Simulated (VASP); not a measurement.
AlCu (rocksalt type), 2 atoms in the cell. Symmetry: Fm-3m, No. 225, cubic system. The conventional cell has a = 4.983 Å, b = 4.983 Å, c = 4.983 Å, α = 90.00°, β = 90.00°, γ = 90.00°. Cu (site symmetry m-3m) has 6 Al at 2.49 Å within 3.3 Å. Within 3.3 Å of Al (site symmetry m-3m) lie 6 Cu at 2.49 Å. 

| Property | Result |
| --- | --- |
| Program | VASP 6.6.1 |
| Task | single point |
| Functional | PBEsol |
| Potentials or basis | VASP PAW PBE potentials, release 64 (Cu, Al) |
| Cutoff | 520 eV |
| k mesh | 14 × 14 × 14 |
| Occupations | fermi-dirac, width 0.1 eV |
| Spin | no spin polarisation |
| Dipole correction | no |
| Further INCAR settings | ALGO = Normal; EDIFF = 1e-06; NBANDS = 14 |

Potentials or basis: VASP PAW PBE potentials, release 64 (Cu, Al).

The run is started by

```console
$ cat potpaw_PBE.64/Cu/POTCAR potpaw_PBE.64/Al/POTCAR > POTCAR
$ mpirun -np 1 vasp_std > vasp.out
```

Hardware: 1 thread of AMD EPYC 7R43 64-Core Processor (Zen 3), with other jobs on the host.

Task: Estimate the wall time of this run.

Result: Wall time 53 s on 1 thread of AMD EPYC 7R43 64-Core Processor (Zen 3) (shared host), peak memory 0.15 GiB. Counts: scf iterations 13, k points 104.
